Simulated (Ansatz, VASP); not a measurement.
## One calculation of SiO2, two programs

The input POSCAR:

```
SiO2
1.0
   -2.3495824127      2.3495824127      3.6563572106
    2.3495824127     -2.3495824127      3.6563572106
    2.3495824127      2.3495824127     -3.6563572106
Si O
2 4
Direct
    0.0000000000      0.0000000000      0.0000000000
    0.7500000000      0.2500000000      0.5000000000
    0.9731664718      0.6250000000      0.8481664718
    0.3750000000      0.2231664718      0.3481664718
    0.7768335282      0.1250000000      0.1518335282
    0.8750000000      0.0268335282      0.6518335282
```

Contents of INCAR.step1:

```
SYSTEM = SiO2
  PREC = Accurate
  ENCUT = 520
  ISMEAR = 0
  SIGMA = 0.05
  LREAL = .FALSE.
  LASPH = .TRUE.
  NELM = 100
  NBANDS = 25
  GGA = PE
  ALGO = Normal
  EDIFF = 1E-4
  LWAVE = .TRUE.
  LCHARG = .FALSE.
```

The input INCAR.step2:

```
SYSTEM = SiO2
  PREC = Accurate
  ENCUT = 520
  EDIFF = 1E-6
  ISMEAR = 0
  SIGMA = 0.05
  LREAL = .FALSE.
  LASPH = .TRUE.
  NELM = 100
  ALGO = Normal
  ISIF = 2
  LWAVE = .FALSE.
  LCHARG = .FALSE.
  METAGGA = R2SCAN
  LMIXTAU = .TRUE.
  NBANDS = 25
  ISTART = 1
```

Contents of KPOINTS:

```
Automatic mesh
0
G
  6 6 6
  0 0 0
```

Input for Ansatz:

```yaml
crystal:
  lattice:
    - [-2.3495824127, 2.3495824127, 3.6563572106]
    - [2.3495824127, -2.3495824127, 3.6563572106]
    - [2.3495824127, 2.3495824127, -3.6563572106]
  atoms:
    - { symbol: Si, position: [0.0, 0.0, 0.0] }
    - { symbol: Si, position: [0.75, 0.25, 0.5] }
    - { symbol: O, position: [0.9731664718, 0.625, 0.8481664718] }
    - { symbol: O, position: [0.375, 0.2231664718, 0.3481664718] }
    - { symbol: O, position: [0.7768335282, 0.125, 0.1518335282] }
    - { symbol: O, position: [0.875, 0.0268335282, 0.6518335282] }
basis:
  ecutwfc: 500
kpoints:
  mp_grid: { grid: [6, 6, 6] }
hamiltonian:
  xc: r2scan
scf:
  occupations: { method: gaussian, width: 0.05 }
output:
  forces: true
  stress: true
  eigenvalues: true
  write_density: true
  write_potential: true
  elf: true
  volumetric_format: npy
```

Change from the starting cell: strain -0.050 along x and y, +0.000 along z, atoms carried along.

Alike in both runs: task single point; functional r2SCAN; k mesh 6 × 6 × 6; occupations gaussian, width 0.05 eV; no spin polarisation.

|  | VASP | Ansatz |
| --- | --- | --- |
| version | VASP 6.6.1 | Ansatz 0.2.0 |
| potentials or method | VASP PAW PBE potentials, release 64 (Si, O), cutoff 520 eV | scalar-relativistic, plane waves, PAW |
| valence electrons in the cell | 32 | 32 |

```csv
,VASP,Ansatz,Ansatz less VASP
gap on the k mesh at the Fermi level (eV),6.95,6.95,0.000
least direct gap on the mesh (eV),6.95,6.95,0.000
pressure (GPa),21.3,21.1,-0.22
"traceless stress, the component that is largest in VASP (GPa)",-1.42,-1.48,-0.060
rms of the force components (eV/Å),0.666,0.667,+0.0009
```

VASP's potentials were made for PBE, not for r2SCAN. Atom by atom the forces differ by 0.001 eV/Å (rms over components).
